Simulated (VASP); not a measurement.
# AgPd2 (R-3m) in VASP: a series of runs

The runs below take AgPd2 through single point, relaxation of cell and atoms, with PBE.

All numbers are computed with VASP 6.6.1; they aren't measurements. Logs are shortened: lines on timing, memory, paths and dates and some standing lists are left out, and cuts for length are marked.

### 1 The cell of the first run

It takes space group R-3m (No. 166, trigonal). Conventional cell: a = 2.813 Å, b = 2.813 Å, c = 21.033 Å, α = 90.00°, β = 90.00°, γ = 120.00°. Ag (site symmetry -3m) has 6 Ag at 2.81 Å and 6 Pd at 2.86 Å within 3.7 Å. Within 3.7 Å of Pd (site symmetry 3m) lie 9 Pd at 2.81 to 2.82 Å and 3 Ag at 2.86 Å.

### 2 Single point, PBE

The input, INCAR:

```
ALGO = Normal ; EDIFF = 1E-6
ENCUT = 520 ; GGA = PE
ISIF = 2 ; ISMEAR = 0
LASPH = True ; LCHARG = False
LREAL = False ; LWAVE = False
NBANDS = 22 ; NELM = 80
PREC = Accurate ; SIGMA = 0.1
```

The input, KPOINTS:

```
k-points
0
Gamma
  6 6 6
```

The input, POSCAR:

```
AgPd2
1.0
    1.4063643994      0.8119648646      7.0111468252
   -1.4063643994      0.8119648646      7.0111468252
    0.0000000000     -1.6239297292      7.0111468252
Ag Pd
1 2
Direct
    0.0000000000      0.0000000000      0.0000000000
    0.7785556342      0.7785556342      0.7785556342
    0.2214443658      0.2214443658      0.2214443658
```

Potentials or basis: VASP PAW PBE potentials, release 64 (Ag, Pd).

Command:

```
cat potpaw_PBE.64/Ag/POTCAR potpaw_PBE.64/Pd/POTCAR > POTCAR
mpirun -np 1 vasp_std > vasp.out
```

OUTCAR:

```text
EDIFF = 1E-6
   ENCUT = 520
   GGA = PE
   ISIF = 2
   ISMEAR = 0
   LASPH = True
   LREAL = False
   NELM = 80
   PREC = Accurate

 ion  position               nearest neighbor table
   1  0.000  0.000  0.000-   2 2.86   2 2.86   3 2.86   3 2.86   2 2.86   3 2.86
   2  0.779  0.779  0.779-   3 2.82   3 2.82   3 2.82   1 2.86   1 2.86   1 2.86
   3  0.221  0.221  0.221-   2 2.82   2 2.82   2 2.82   1 2.86   1 2.86   1 2.86

  LATTYP: Found a trigonal (rhomboedric) cell.
 ALAT       =     7.1967581292
 COS(alpha) =     0.9236248792

  Lattice vectors:

 A1 = (   1.4063643994,   0.8119648646,   7.0111468252)
 A2 = (  -1.4063643994,   0.8119648646,   7.0111468252)
 A3 = (   0.0000000000,  -1.6239297292,   7.0111468252)

Analysis of symmetry for initial positions (statically):
=====================================================================
 Subroutine PRICEL returns:
 Original cell was already a primitive cell.

 Routine SETGRP: Setting up the symmetry group for a
 trigonal (rhombohedral) supercell.

 Subroutine GETGRP returns: Found 12 space group operations
 (whereof 12 operations were pure point group operations)
 out of a pool of 12 trial point group operations.

The static configuration has the point symmetry D_3d.

Analysis of symmetry for dynamics (positions and initial velocities):
=====================================================================
 Subroutine PRICEL returns:
 Original cell was already a primitive cell.

 Routine SETGRP: Setting up the symmetry group for a
 trigonal (rhombohedral) supercell.

 Subroutine GETGRP returns: Found 12 space group operations
 (whereof 12 operations were pure point group operations)
 out of a pool of 12 trial point group operations.

The dynamic configuration has the point symmetry D_3d.

 Subroutine INISYM returns: Found 12 space group operations
 (whereof 12 operations are pure point group operations),
 and found     1 'primitive' translations

----------------------------------------------------------------------------------------

                                     Primitive cell

  volume of cell :      48.0369

  direct lattice vectors                    reciprocal lattice vectors
     1.406364399  0.811964865  7.011146825     0.355526633  0.205263397  0.047543339
    -1.406364399  0.811964865  7.011146825    -0.355526633  0.205263397  0.047543339
     0.000000000 -1.623929729  7.011146825     0.000000000 -0.410526795  0.047543339

  length of vectors
     7.196758129  7.196758129  7.196758129     0.413270636  0.413270636  0.413270636

  position of ions in fractional coordinates (direct lattice)
     0.000000000  0.000000000  0.000000000
     0.778555634  0.778555634  0.778555634
     0.221444366  0.221444366  0.221444366

  ion indices of the primitive-cell ions
   primitive index   ion index
                 1           1
                 2           2
                 3           3

----------------------------------------------------------------------------------------

 KPOINTS: k-points

Automatic generation of k-mesh.
 Grid dimensions read from file:
 generate k-points for:    6    6    6

 Generating k-lattice:

  Cartesian coordinates                     Fractional coordinates (reciprocal lattice)
     0.059254439  0.034210566  0.007923890     0.166666667 -0.000000000  0.000000000
    -0.059254439  0.034210566  0.007923890    -0.000000000  0.166666667  0.000000000
     0.000000000 -0.068421132  0.007923890     0.000000000  0.000000000  0.166666667

  Length of vectors
     0.068878439  0.068878439  0.068878439

  Shift w.r.t. Gamma in fractional coordinates (k-lattice)
     0.000000000  0.000000000  0.000000000

 Subroutine IBZKPT returns following result:
 ===========================================

 Found     32 irreducible k-points:

 Following reciprocal coordinates:
            Coordinates               Weight
  0.000000  0.000000  0.000000      1.000000
  0.166667 -0.000000 -0.000000      6.000000
  0.333333 -0.000000 -0.000000      6.000000
  0.500000 -0.000000 -0.000000      3.000000
  0.166667  0.166667  0.000000      6.000000
  0.333333  0.166667 -0.000000     12.000000
[... 16 lines left out ...]
  0.500000  0.500000  0.166667      6.000000
 -0.333333  0.500000  0.166667     12.000000
 [... further k-points ...]
   k-points           NKPTS =     32   k-points in BZ     NKDIM =     32   number of bands    NBANDS=     22
   number of dos      NEDOS =    301   number of ions     NIONS =      3
   total plane-waves  NPLWV = 157464
   dimension x,y,z NGX =    54 NGY =   54 NGZ =   54
   dimension x,y,z NGXF=   108 NGYF=  108 NGZF=  108
   ions per type =               1   2
   NGX,Y,Z   is equivalent  to a cutoff of  12.47, 12.47, 12.47 a.u.
   NGXF,Y,Z  is equivalent  to a cutoff of  24.95, 24.95, 24.95 a.u.
 SYSTEM =  unknown system
   PREC   = accura    normal or accurate (medium, high low for compatibility)
   ISTART =      0    job   : 0-new  1-cont  2-samecut
[... 74 lines left out ...]

 k-point     2 :       0.1667   -0.0000   -0.0000
  band No.  band energies     occupation
      1       2.3631      2.00000
      2       3.3350      2.00000
      3       4.0482      2.00000
      4       4.3231      2.00000
      5       4.6663      2.00000
      6       4.6952      2.00000
[... 14 lines left out ...]
     21      23.2593      0.00000
     22      24.5932      0.00000

 k-point     3 :       0.3333   -0.0000   -0.0000
  band No.  band energies     occupation
      1       2.9486      2.00000
      2       3.3754      2.00000
      3       3.9325      2.00000
      4       4.4673      2.00000
      5       4.9313      2.00000
      6       5.0020      2.00000
[... 14 lines left out ...]
     21      19.9838      0.00000
     22      20.8248      0.00000

 k-point     4 :       0.5000   -0.0000   -0.0000
  band No.  band energies     occupation
      1       2.7242      2.00000
      2       3.0331      2.00000
      3       4.0492      2.00000
      4       4.1770      2.00000
      5       4.6469      2.00000
      6       4.8833      2.00000
[... 14 lines left out ...]
     21      17.2412      0.00000
     22      21.2195      0.00000

 k-point     5 :       0.1667    0.1667    0.0000
  band No.  band energies     occupation
      1       2.3906      2.00000
      2       3.3379      2.00000
      3       4.0636      2.00000
      4       4.2806      2.00000
      5       4.6626      2.00000
      6       4.6932      2.00000
[... 14 lines left out ...]
     21      23.4131      0.00000
     22      24.2545      0.00000

 k-point     6 :       0.3333    0.1667   -0.0000
  band No.  band energies     occupation
      1       3.5600      2.00000
      2       3.7046      2.00000
      3       3.7857      2.00000
      4       3.9094      2.00000
      5       4.6792      2.00000
      6       5.1711      2.00000
[... 14 lines left out ...]
     21      20.9181      0.00000
     22      21.7104      0.00000

 k-point     7 :       0.5000    0.1667    0.0000
  band No.  band energies     occupation
      1       3.2354      2.00000
      2       3.3501      2.00000
      3       4.1433      2.00000
      4       4.3415      2.00000
      5       4.7561      2.00000
      6       4.9332      2.00000
[... 324 lines left out ...]
      6       5.1097      2.00000
[... 14 lines left out ...]
     21      20.7515      0.00000
     22      22.1200      0.00000

 k-point    21 :      -0.3333    0.3333    0.1667
  band No.  band energies     occupation
      1       3.2241      2.00000
      2       3.3666      2.00000
      3       4.0505      2.00000
      4       4.4588      2.00000
      5       4.7701      2.00000
      6       4.8760      2.00000
[... 14 lines left out ...]
     21      18.3172      0.00000
     22      18.6070      0.00000

 k-point    22 :      -0.1667    0.3333    0.1667
  band No.  band energies     occupation
      1       3.2437      2.00000
      2       3.4173      2.00000
      3       3.9554      2.00000
      4       4.4398      2.00000
      5       4.6937      2.00000
      6       5.0407      2.00000
[... 14 lines left out ...]
     21      18.5688      0.00000
     22      20.0784      0.00000

 k-point    23 :       0.5000    0.5000    0.1667
  band No.  band energies     occupation
      1       2.9310      2.00000
      2       3.4823      2.00000
      3       3.7629      2.00000
      4       4.4329      2.00000
      5       4.9117      2.00000
      6       5.0496      2.00000
[... 14 lines left out ...]
     21      19.2075      0.00000
     22      22.4649      0.00000

 k-point    24 :      -0.3333    0.5000    0.1667
  band No.  band energies     occupation
      1       3.2168      2.00000
      2       3.4195      2.00000
      3       3.9504      2.00000
      4       4.5409      2.00000
      5       4.6161      2.00000
      6       5.0532      2.00000
[... 14 lines left out ...]
     21      18.1245      0.00000
     22      18.3980      0.00000

 [... further k-points ...]

------------------------ aborting loop because EDIFF is reached ----------------------------------------

  FORCE on cell =-STRESS in cart. coord.  units (eV):
  Direction    XX          YY          ZZ          XY          YZ          ZX
  --------------------------------------------------------------------------------------
  -------------------------------------------------------------------------------------
  Total       -0.0580026     -0.0580026      0.0060416      0.0000000      0.0000000      0.0000000
  in kB       -1.9345620     -1.9345620      0.2015071      0.0000000      0.0000000      0.0000000
  external PRESSURE =      -1.2225389 kB  Pullay stress =       0.0000000 kB

 VOLUME and BASIS-vectors are now :
 -----------------------------------------------------------------------------
  energy-cutoff  :      520.00
  volume of cell :       48.04
      direct lattice vectors                 reciprocal lattice vectors
     1.406364399  0.811964865  7.011146825     0.355526633  0.205263397  0.047543339
    -1.406364399  0.811964865  7.011146825    -0.355526633  0.205263397  0.047543339
     0.000000000 -1.623929729  7.011146825     0.000000000 -0.410526795  0.047543339

 POSITION                                       TOTAL-FORCE (eV/Angst)
 -----------------------------------------------------------------------------------
      0.00000      0.00000      0.00000        -0.000000     -0.000000     -0.000000
      0.00000      0.00000     16.37570         0.000000     -0.000000      0.004277
      0.00000      0.00000      4.65774         0.000000      0.000000     -0.004277
 -----------------------------------------------------------------------------------
    total drift:                               -0.000000     -0.000000      0.000000

  FREE ENERGIE OF THE ION-ELECTRON SYSTEM (eV)
  ---------------------------------------------------
  free  energy   TOTEN  =       -13.2413046366 eV

  energy  without entropy=      -13.2276173620  energy(sigma->0) =      -13.23446100
```

Run time: 2.2 min. Hardware: 1 thread of Intel Xeon Platinum 8488C (Sapphire Rapids), shared host; peak memory 0.39 GiB.

What came out:

- Free energy: -13.2413 eV
- Pressure: -0.1 GPa
- Largest force: 0.004 eV/Å
- Band gap on the k mesh: zero (an odd number of electrons rules out a gap without spin polarisation)

Forces on the atoms (eV/Å):
```
Ag   0.000  0.000  0.000
Pd   0.000  0.000  0.004
Pd   0.000  0.000 -0.004
```

Stress tensor (GPa, compression positive):
```
-0.19  0.00  0.00
 0.00 -0.19  0.00
 0.00  0.00  0.02
```

Caveat: the k points lie up to 0.43 Å⁻¹ apart, too coarse for converged energies and pressures of a metal.

### 3 Single point, PBE

This run uses another cell than the first one, of 16.57 Å³/atom.

The input, INCAR:

```
SYSTEM = AgPd2
  PREC = Accurate
  ENCUT = 520
  EDIFF = 1E-7
  ISMEAR = 0
  SIGMA = 0.1
  LREAL = .False.
  LASPH = .True.
  NELM = 80
  ALGO = Fast
  ISIF = 2
  LWAVE = .False.
  LCHARG = .False.
  GGA = PE
  NBANDS = 22
```

The input, KPOINTS:

```
Automatic mesh
0
Gamma
  6 6 6
  0 0 0
```

The input, POSCAR:

```
AgPd2
1.0
    1.6810489485      0.9705540630      5.0771978586
   -1.6810489485      0.9705540630      5.0771978586
    0.0000000000     -1.9411081259      5.0771978586
Ag Pd
1 2
Direct
    0.0000000000      0.0000000000      0.0000000000
    0.7500000000      0.7500000000      0.7500000000
    0.2500000000      0.2500000000      0.2500000000
```

Potentials or basis: VASP PAW PBE potentials, release 64 (Ag, Pd).

Command:

```
cat potpaw_PBE.64/Ag/POTCAR potpaw_PBE.64/Pd/POTCAR > POTCAR
mpirun -np 1 vasp_std > vasp.out
```

Wall time 64 s (1 thread of Intel Xeon Platinum 8488C (Sapphire Rapids), shared host); peak memory 0.25 GiB.

The run converged. Its results:

| Property | Result |
| --- | --- |
| Free energy | -8.3893 eV |
| Pressure | 47.8 GPa |
| Largest force | 6.899 eV/Å |
| Band gap on the k mesh | zero (an odd number of electrons rules out a gap without spin polarisation) |

Forces on the atoms (eV/Å):
```
Ag   0.000  0.000  0.000
Pd   0.000  0.000  6.899
Pd   0.000  0.000 -6.899
```

Stress tensor (GPa, compression positive):
```
51.28  0.00  0.00
 0.00 51.28  0.00
 0.00  0.00 40.91
```

Levels at points of the mesh, in eV from the Fermi level:
| k point | band 11 | band 12 | band 13 | band 14 | band 15 | band 16 | band 17 | band 18 | band 19 | band 20 |
| --- | --- | --- | --- | --- | --- | --- | --- | --- | --- | --- |
| (0.00, 0.00, 0.00) | -1.40 | -1.40 | -1.17 | -1.17 | 0.22 | 0.22 | 1.33 | 2.87 | 12.20 | 14.00 |
| (0.50, 0.00, 0.00) | -2.16 | -1.76 | -1.63 | -0.74 | -0.13 | 0.21 | 1.27 | 3.92 | 5.68 | 8.96 |
| (0.50, 0.50, 0.00) | -1.49 | -1.46 | -1.20 | -1.18 | 0.28 | 0.36 | 0.69 | 2.03 | 6.19 | 6.96 |
| (0.50, 0.50, 0.50) | -2.03 | -2.03 | -0.93 | -0.79 | -0.79 | 0.13 | 0.13 | 9.11 | 11.17 | 12.80 |

Caveat: the k points lie up to 0.37 Å⁻¹ apart, too coarse for converged energies and pressures of a metal; forces of over 1 eV/Å act on the atoms, so gaps and moduli don't describe the material at rest.

### 4 Relaxation of cell and atoms, PBE

This run uses another cell than the first one, of 16.57 Å³/atom.

The input, INCAR:

```
SYSTEM = AgPd2
PREC     = Accurate       ! precision mode
ENCUT    = 600            ! plane-wave cutoff, eV
EDIFF    = 1E-7           ! SCF threshold, eV
ISMEAR   = 0              ! smearing method
SIGMA    = 0.1            ! smearing width, eV
LREAL    = .FALSE.        ! projectors in reciprocal space
LASPH    = .TRUE.         ! aspherical terms in the spheres
NELM     = 60             ! most SCF steps
ALGO     = Normal         ! electronic algorithm
ISIF     = 3              ! what is computed and relaxed
LWAVE    = .FALSE.        ! write WAVECAR
LCHARG   = .FALSE.        ! write CHGCAR
GGA      = PE             ! functional
IBRION   = 2              ! ionic algorithm
NSW      = 90             ! ionic steps
EDIFFG   = -0.04          ! ionic threshold
```

The input, KPOINTS:

```
regular mesh
0
G
  6 6 6
  0 0 0
```

POSCAR is that of step 3.

Command:

```
cat potpaw_PBE.64/Ag/POTCAR potpaw_PBE.64/Pd/POTCAR > POTCAR
mpirun -np 1 vasp_std > vasp.out
```

It took 27 min on 1 thread of Intel Xeon Platinum 8488C (Sapphire Rapids), shared host; peak memory 0.4 GiB.

The run converged. Its results:

| Quantity | Value |
| --- | --- |
| Free energy | -13.2271 eV |
| Relaxed volume | 16.01 Å³/atom |
| Relaxed cell | a = 7.194 Å, b = 7.194 Å, c = 7.194 Å, α = 22.55°, β = 22.55°, γ = 22.55° |
| Space group after relaxing (to 0.1 Å) | R-3m (No. 166) |
| Energy gained by relaxing | 1612.8 meV/atom |
| Ionic steps | 30 |
| Pressure after relaxing | -0.2 GPa |
| Largest force after relaxing | 0.015 eV/Å |
| Band gap on the k mesh | zero (an odd number of electrons rules out a gap without spin polarisation) |

Forces in eV/Å, atoms in the order of the input:
```
Ag   0.000  0.000  0.000
Pd   0.000  0.000 -0.015
Pd   0.000  0.000  0.015
```

Stress tensor (GPa, compression positive):
```
-0.19  0.00  0.00
 0.00 -0.19  0.00
 0.00  0.00 -0.29
```

The path:
```
step  energy change (eV)  largest force (eV/Å)  pressure (GPa)  volume (Å³)
   1              0.0000                6.8981           47.79        49.70
   2             -0.7795                0.1402          -11.74        94.34
   3             -2.5193                1.2157           -6.61        66.76
   4             -2.5422                1.3822           -5.37        65.45
   5             -2.5496                1.6097           -3.60        63.89
   6             -2.8578                1.7008           -3.22        60.86
   7             -3.4025                0.3244            7.13        52.34
   8             -3.4023                0.9122            3.49        53.85
   9             -3.4125                0.6413            5.21        53.08
  10             -3.5040                0.7834            1.21        55.00
  11             -3.5111                0.4810            1.72        54.60
  12             -3.5936                0.2145           -2.48        56.13
  13             -3.6536                0.0114           -7.00        58.21
  14             -3.6901                0.0263           -7.40        58.14
  15             -3.8013                0.1559           -8.55        57.87
  16             -4.0218                0.3964          -10.54        57.12
  17             -4.4346                0.5054          -11.98        54.77
  18             -3.4959                0.3331           18.67        47.38
  19             -4.4911                0.5962          -11.46        54.15
  20             -4.5696                0.6230           -9.50        52.88
  21             -4.6858                0.7901           -1.30        49.02
  22             -4.6860                0.7828           -1.71        49.17
  23             -4.7415                0.7505           -1.07        48.68
  24             -4.8159                0.4095            2.33        47.22
  25             -4.8324                0.0892           -0.37        48.09
  26             -4.8324                0.0752           -0.49        48.13
  27             -4.8371                0.0155            0.00        47.96
  28             -4.8382                0.0250            0.34        47.84
  29             -4.8382                0.0276            0.39        47.83
  30             -4.8383                0.0154           -0.22        48.03
```

Final structure:
```xyz
3
Lattice="1.4067 0.8121 7.0078 -1.4067 0.8121 7.0078 0.0000 -1.6243 7.0078" Properties=species:S:1:pos:R:3 pbc="T T T"
Ag    0.0000    0.0000    0.0000
Pd    0.0000    0.0000   16.3694
Pd    0.0000    0.0000    4.6540
```

Levels at points of the mesh, in eV from the Fermi level:
```tsv
k point	band 12	band 13	band 14	band 15	band 16	band 17	band 18	band 19
(0.00, 0.00, 0.00)	-2.05	-1.78	-1.75	-0.80	-0.80	-0.33	-0.33	10.40
(0.50, 0.00, 0.00)	-0.68	-0.55	0.17	0.26	1.85	2.75	3.45	6.70
(0.50, 0.50, 0.00)	-0.24	-0.13	0.16	0.26	1.42	2.13	3.97	6.33
(0.50, 0.50, 0.50)	-2.07	-2.07	-0.97	-0.97	-0.22	-0.22	0.78	5.85
```

Caveat: the k points lie up to 0.43 Å⁻¹ apart in the final cell, too coarse for converged energies and pressures of a metal; a cell axis changed by over 15 % at a fixed basis, so the end point is rough.

### 5 Overview

| task | cell | cutoff (eV) | gap on the mesh (eV) | pressure (GPa) | largest force (eV/Å) |
| --- | --- | --- | --- | --- | --- |
| single point | a = 7.197 Å, angles 22.5°, 3 atoms, atomic positions A | 520 | none | -0.1 | - |
| single point | a = 5.436 Å, angles 36.0°, 3 atoms, atomic positions B | 520 | none | 47.8 | 6.90 |
| relaxation of cell and atoms | relaxed from a = 5.436 Å, angles 36.0°, 3 atoms, atomic positions B | 600 | none | -0.2 | 0.02 |

Alike in all rows: level PBE; potentials or basis VASP PAW PBE potentials, release 64 (Ag, Pd); no spin polarisation; k mesh 6 × 6 × 6; smearing gaussian 0.1 eV.

Caveats: all runs use coarse meshes; forces of over 1 eV/Å act on the atoms, so gaps and moduli don't describe the material at rest (at least some runs); a cell axis changed by over 15 % at a fixed basis, so the end point is rough (at least some runs).

Total energies depend on the potentials used, so only differences within one code and one set of settings carry meaning.
